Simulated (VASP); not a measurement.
C, 12 atoms in the cell. It takes space group Cmcm (No. 63, orthorhombic). The conventional cell has a = 7.193 Å, b = 8.661 Å, c = 2.522 Å, α = 90.00°, β = 90.00°, γ = 90.00°. Within 2.0 Å of C (site symmetry m) lie 4 C at 1.53 to 1.55 Å. Within 2.1 Å of C (site symmetry m) lie 4 C at 1.55 to 1.58 Å. C (site symmetry m2m) has 4 C at 1.55 to 1.57 Å within 2.1 Å. C (site symmetry m2m) has 4 C at 1.54 to 1.55 Å within 2.1 Å. 

- Program: VASP 6.6.1
- Task: single point
- Functional: PBE
- Potentials or basis: VASP PAW PBE potentials, release 64 (C)
- Cutoff: 520 eV
- k mesh: 4 × 4 × 6
- Occupations: gaussian, width 0.1 eV
- Spin: no spin polarisation
- Dipole correction: no
- Further INCAR settings: ALGO = Normal; EDIFF = 1e-06; NBANDS = 36

Potentials or basis: VASP PAW PBE potentials, release 64 (C).

The run is started by

```sh
$ cat potpaw_PBE.64/C/POTCAR > POTCAR
$ mpirun -np 1 vasp_std > vasp.out
```

Hardware: 1 thread of AMD EPYC 7R13, on a shared host.

How long does it take, and how much memory?

It took 120 s on 1 thread of AMD EPYC 7R13, with other jobs on the host, peak memory 0.17 GiB. Counts: scf iterations 14, k points 28.
